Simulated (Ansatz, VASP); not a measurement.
**Two plane-wave programs on BaZrO3**

```xyz
5
Lattice="4.0467 0.0000 0.0000 0.0000 4.0467 0.0000 0.0000 0.0000 4.0467" Properties=species:S:1:pos:R:3 pbc="T T T"
Ba    0.0000    0.0000    0.0000
Zr    2.0233    2.0233    2.0233
O     0.0000    2.0233    2.0233
O     2.0233    0.0000    2.0233
O     2.0233    2.0233    0.0000
```

Alike in both runs: task single point; functional PBEsol; k mesh 4 × 4 × 4; no spin polarisation.

```csv
,VASP,Ansatz
version,VASP 6.6.1,Ansatz 0.2.0
potentials or method,"VASP PAW PBE potentials, release 64 (Ba_sv, Zr_sv, O), cutoff 520 eV","plane waves, PAW"
occupations,"gaussian, width 0.01 eV",fixed
valence electrons in the cell,40,40
```

```tsv
	VASP	Ansatz	Ansatz less VASP
pressure (GPa)	21.6	19.8	-1.77
```

VASP's potentials were made for PBE, not for PBEsol.

Spin-orbit coupling is off throughout.
